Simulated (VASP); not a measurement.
# MgCd2TeSe2 (P-3m1) in VASP: a series of runs, part 3 of 3

VASP 6.6.1. The steps go on from the part before.

**5. Single point, PBE**

This run uses another cell than the first one, of 24.43 Å³/atom, 1.056 times its volume.

INCAR

```
  ALGO = Normal
  EDIFF = 1E-6
  ENCUT = 520
  GGA = PE
  ISIF = 2
  ISMEAR = 0
  LASPH = T
  LCHARG = F
  LREAL = F
  LWAVE = F
  NBANDS = 31
  NELM = 60
  PREC = Accurate
  SIGMA = 0.1
```

KPOINTS

```
k-points
0
Gamma
  12 12 4
```

POSCAR

```
MgCd2TeSe2
1.0
    4.0858471303      0.0000000000      0.0000000000
   -2.0429235652      3.5384474108      0.0000000000
    0.0000000000      0.0000000000     10.1396321890
Mg Cd Te Se
1 2 1 2
Direct
    0.0000000000      0.0000000000      0.5000000000
    0.6666666667      0.3333333333      0.8142493899
    0.3333333333      0.6666666667      0.1857506101
    0.0000000000      0.0000000000      0.0000000000
    0.6666666667      0.3333333333      0.3492568081
    0.3333333333      0.6666666667      0.6507431919
```

Potentials or basis: VASP PAW PBE potentials, release 64 (Mg, Cd, Te, Se).

The run is started by

```
> cat potpaw_PBE.64/Mg/POTCAR potpaw_PBE.64/Cd/POTCAR potpaw_PBE.64/Te/POTCAR potpaw_PBE.64/Se/POTCAR > POTCAR
> mpirun -np 1 vasp_std > vasp.out
```

OUTCAR:

```text
EDIFF = 1E-6
   ENCUT = 520
   GGA = PE
   ISIF = 2
   ISMEAR = 0
   LASPH = T
   LREAL = F
   NELM = 60
   PREC = Accurate

 ion  position               nearest neighbor table
   1  0.000  0.000  0.500-   5 2.81   6 2.81   5 2.81   6 2.81   5 2.81   6 2.81
   2  0.667  0.333  0.814-   6 2.88   6 2.88   6 2.88   4 3.02   4 3.02   4 3.02
   3  0.333  0.667  0.186-   5 2.88   5 2.88   5 2.88   4 3.02   4 3.02   4 3.02
   4  0.000  0.000  0.000-   2 3.02   3 3.02   2 3.02   3 3.02   2 3.02   3 3.02
   5  0.667  0.333  0.349-   1 2.81   1 2.81   1 2.81   3 2.88   3 2.88   3 2.88
   6  0.333  0.667  0.651-   1 2.81   1 2.81   1 2.81   2 2.88   2 2.88   2 2.88

  LATTYP: Found a hexagonal cell.
 ALAT       =     4.0858471303
 C/A-ratio  =     2.4816474688

  Lattice vectors:

 A1 = (   4.0858471303,   0.0000000000,   0.0000000000)
 A2 = (  -2.0429235652,   3.5384474108,   0.0000000000)
 A3 = (   0.0000000000,   0.0000000000,  10.1396321890)

Analysis of symmetry for initial positions (statically):
=====================================================================
 Subroutine PRICEL returns:
 Original cell was already a primitive cell.

 Routine SETGRP: Setting up the symmetry group for a
[... 174 lines left out ...]
  energy without entropy =      -16.91551348  energy(sigma->0) =      -16.91734812

 E-fermi :   3.5370     XC(G=0):  -9.7007

 val. band max:        3.4692152331   @ k =   0.0000   0.1667   0.2500
 cond. band min:       3.6127740041   @ k =   0.0833   0.0000   0.2500
 fundamental gap:      0.1435587710
 Fermi energy:         3.5369898435

 k-point     1 :       0.0000    0.0000    0.0000
  band No.  band energies     occupation
      1      -9.6332      2.00000
      2      -9.0735      2.00000
      3      -7.8662      2.00000
      4      -5.0152      2.00000
      5      -5.0152      2.00000
      6      -4.9559      2.00000
[... 805 lines left out ...]
     30       9.4505      0.00000
     31       9.5375      0.00000

 [... further k-points ...]
[... 5 lines left out ...]
  --------------------------------------------------------------------------------------
  -------------------------------------------------------------------------------------
  Total        0.1141291      0.1141291      0.1251533     -0.0000000      0.0000000      0.0000000
  in kB        1.2473546      1.2473546      1.3678417     -0.0000000      0.0000000      0.0000000
  external PRESSURE =       1.2875170 kB  Pullay stress =       0.0000000 kB

 VOLUME and BASIS-vectors are now :
 -----------------------------------------------------------------------------
  energy-cutoff  :      520.00
  volume of cell :      146.59
      direct lattice vectors                 reciprocal lattice vectors
     4.085847130  0.000000000  0.000000000     0.244747287  0.141304912  0.000000000
    -2.042923565  3.538447411  0.000000000     0.000000000  0.282609824  0.000000000
     0.000000000  0.000000000 10.139632189     0.000000000  0.000000000  0.098622907

 POSITION                                       TOTAL-FORCE (eV/Angst)
 -----------------------------------------------------------------------------------
      0.00000      0.00000      5.06982        -0.000000      0.000000      0.000000
      2.04292      1.17948      8.25619         0.000000      0.000000      0.000653
     -0.00000      2.35896      1.88344        -0.000000     -0.000000     -0.000653
      0.00000      0.00000      0.00000        -0.000000      0.000000      0.000000
      2.04292      1.17948      3.54134        -0.000000     -0.000000      0.036196
     -0.00000      2.35896      6.59830         0.000000      0.000000     -0.036196
 -----------------------------------------------------------------------------------
    total drift:                               -0.000000      0.000000      0.000000

  FREE ENERGIE OF THE ION-ELECTRON SYSTEM (eV)
  ---------------------------------------------------
  free  energy   TOTEN  =       -16.9191827620 eV

  energy  without entropy=      -16.9155134792  energy(sigma->0) =      -16.91734812
```

OSZICAR:

```text
N       E                     dE             d eps       ncg     rms          rms(c)
DAV:   1     0.261470825544E+03    0.26147E+03   -0.19563E+04  4278   0.125E+03
DAV:   2    -0.193550815394E+01   -0.26341E+03   -0.25222E+03  4880   0.289E+02
DAV:   3    -0.178913663077E+02   -0.15956E+02   -0.15835E+02  5270   0.686E+01
DAV:   4    -0.180448297695E+02   -0.15346E+00   -0.15341E+00  4768   0.650E+00
DAV:   5    -0.180462584315E+02   -0.14287E-02   -0.14285E-02  5305   0.653E-01    0.838E+00
DAV:   6    -0.169860561571E+02    0.10602E+01   -0.19886E+00  5188   0.112E+01    0.695E+00
DAV:   7    -0.169221751914E+02    0.63881E-01   -0.79511E-01  5148   0.387E+00    0.301E+00
DAV:   8    -0.169196029143E+02    0.25723E-02   -0.57434E-02  4784   0.197E+00    0.546E-01
DAV:   9    -0.169191183261E+02    0.48459E-03   -0.67432E-03  5111   0.704E-01    0.138E-01
DAV:  10    -0.169191350435E+02   -0.16717E-04   -0.58372E-04  4782   0.174E-01    0.820E-02
DAV:  11    -0.169191922093E+02   -0.57166E-04   -0.20563E-04  5050   0.669E-02    0.227E-02
DAV:  12    -0.169191825743E+02    0.96350E-05   -0.43374E-05  4971   0.359E-02    0.788E-03
DAV:  13    -0.169191827620E+02   -0.18773E-06   -0.53000E-06  4992   0.159E-02
   1 F= -.16919183E+02 E0= -.16917348E+02  d E =-.366928E-02
```

It took 2.7 min on 1 thread of AMD EPYC 9R45 (Zen 5), shared host; peak memory 0.46 GiB.

Results:

| Property | Result |
| --- | --- |
| Free energy | -16.9192 eV |
| Pressure | 0.1 GPa |
| Largest force | 0.036 eV/Å |
| Band gap on the k mesh | zero (band 22 reaches 3.69 eV, above the bottom of band 23 at 2.92 eV) |

Forces in eV/Å, atoms in the order of the input:
```
Mg   0.000  0.000  0.000
Cd   0.000  0.000  0.001
Cd   0.000  0.000 -0.001
Te   0.000  0.000  0.000
Se   0.000  0.000  0.036
Se   0.000  0.000 -0.036
```

Caveat: spin-orbit coupling is left out, which moves the levels of the heavy elements.

**6. Summary**

| task | cell | k mesh | cutoff (eV) | gap on the mesh (eV) | pressure (GPa) | largest force (eV/Å) |
| --- | --- | --- | --- | --- | --- | --- |
| single point | a = 4.587, b = 4.587, c = 7.621 Å, angles 90.0, 90.0, 120.0°, 6 atoms | 6 × 6 × 2 | 520 | none | 6.7 | 0.75 |
| single point | a = 4.093, b = 4.093, c = 10.103 Å, angles 90.0, 90.0, 120.0°, 6 atoms | 6 × 6 × 2 | 520 | none | 0.2 | 0.03 |
| relaxation of cell and atoms | relaxed from a = 4.587, b = 4.587, c = 7.621 Å, angles 90.0, 90.0, 120.0°, 6 atoms | 6 × 6 × 2 | 600 | none | 0.0 | 0.03 |
| single point | a = 4.086, b = 4.086, c = 10.140 Å, angles 90.0, 90.0, 120.0°, 6 atoms | 12 × 12 × 4 | 520 | none | 0.1 | 0.04 |

Alike in all rows: level PBE; potentials or basis VASP PAW PBE potentials, release 64 (Mg, Cd, Te, Se); no spin polarisation; smearing gaussian 0.1 eV.

Caveats: some runs use coarse meshes; spin-orbit coupling is left out, which moves the levels of the heavy elements.

Absolute energies hang on the potentials; compare differences alone.
